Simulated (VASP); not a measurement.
BPt2, 6 atoms in the cell. Symmetry: P6_3/mmc, No. 194, hexagonal system. Conventional cell: a = 2.806 Å, b = 2.806 Å, c = 9.925 Å, α = 90.00°, β = 90.00°, γ = 120.00°. B (site symmetry -6m2) has 6 Pt at 2.09 Å and 6 B at 2.81 Å within 2.9 Å. Pt (site symmetry 3m) has 3 B at 2.09 Å and 10 Pt at 2.66 to 2.82 Å within 2.9 Å. 

| Property | Result |
| --- | --- |
| Program | VASP 6.6.1 |
| Task | single point |
| Functional | LDA |
| Potentials or basis | VASP PAW LDA potentials, release 64 (B, Pt) |
| Cutoff | 520 eV |
| k mesh | 9 × 9 × 3 |
| Occupations | methfessel-paxton, width 0.1 eV |
| Spin | no spin polarisation |
| Dipole correction | no |
| Further INCAR settings | ALGO = Normal; EDIFF = 1e-06; NBANDS = 32 |

Potentials or basis: VASP PAW LDA potentials, release 64 (B, Pt).

Launch:

```sh
$ cat potpaw_LDA.64/B/POTCAR potpaw_LDA.64/Pt/POTCAR > POTCAR
$ mpirun -np 1 vasp_std > vasp.out
```

Hardware: 1 thread of Intel Xeon 8259CL, on a shared host.

Estimate the wall time of this run.

Wall time 75 s on 1 thread of Intel Xeon 8259CL, with other jobs on the host, peak memory 0.19 GiB. Counts: scf iterations 14, k points 24.
